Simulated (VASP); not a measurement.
A run of VASP 6.6.1:

The input INCAR:

```
PREC = Accurate
ENCUT = 520
EDIFF = 1E-7
ISMEAR = 0
SIGMA = 0.15
LREAL = False
LASPH = True
NELM = 60
ALGO = Fast
ISIF = 2
LWAVE = False
LCHARG = False
GGA = PS
NBANDS = 12
```

File KPOINTS:

```
regular mesh
0
Gamma
  28 28 28
```

Contents of POSCAR:

```
Au
1.0
    0.0000000000      2.3572410582      1.5322066878
    2.3572410582      0.0000000000      1.5322066878
    2.3572410582      2.3572410582      0.0000000000
Au
1
Direct
    0.0000000000      0.0000000000      0.0000000000
```

Potentials or basis: VASP PAW PBE potentials, release 64 (Au).

Launch:

```console
$ cat potpaw_PBE.64/Au/POTCAR > POTCAR
$ mpirun -np 1 vasp_std > vasp.out
```

Hardware: 1 thread of Intel Xeon 6975P-C, on a shared host.

How long does it take, and how much memory?

Wall time 3.8 min on 1 thread of Intel Xeon 6975P-C, with other jobs on the host, peak memory 0.43 GiB. Counts: scf iterations 14, k points 1639.
